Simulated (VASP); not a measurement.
## AgI: single point with r2SCAN

AgI:

```
Ag I
1.0
     4.65087    0.00000    0.00000
    -2.32544    4.02777    0.00000
     0.00000    0.00000    7.59930
Ag I
2 2
Direct
  0.33333 0.66667 0.00000
  0.66667 0.33333 0.50000
  0.33333 0.66667 0.37500
  0.66667 0.33333 0.87500
```

| Item | Value |
| --- | --- |
| Program | VASP 6.6.1 |
| Task | single point |
| Functional | r2SCAN |
| Potentials or basis | VASP PAW PBE potentials, release 64 (Ag, I) |
| Cutoff | 550 eV |
| k mesh | 6 × 6 × 4 |
| Occupations | gaussian, width 0.01 eV |
| Spin | no spin polarisation |

- Pressure: -0.1 GPa
- Band gap on the k mesh: 1.83 eV

Levels at points of the mesh, in eV from the valence-band top:
| k point | band 16 | band 17 | band 18 | band 19 | band 20 | band 21 |
| --- | --- | --- | --- | --- | --- | --- |
| (0.00, 0.00, 0.00) | -0.06 | 0.00 | 0.00 | 1.83 | 3.10 | 6.29 |
| (0.50, 0.00, 0.00) | -1.70 | -0.97 | -0.68 | 3.76 | 3.98 | 5.14 |
| (0.00, 0.00, 0.50) | -0.35 | -0.35 | -0.35 | 3.10 | 3.10 | 6.03 |
| (0.50, 0.00, 0.50) | -1.18 | -1.17 | -1.17 | 3.68 | 3.68 | 5.28 |

Run time: 3.3 min on 1 thread of AMD EPYC 9R45 96-Core Processor (Zen 5) (shared host), peak memory 0.3 GiB.

Caveat: the PAW data sets were made with another functional, which shifts forces and pressure a little; spin-orbit coupling is left out, which moves the levels of the heavy elements.
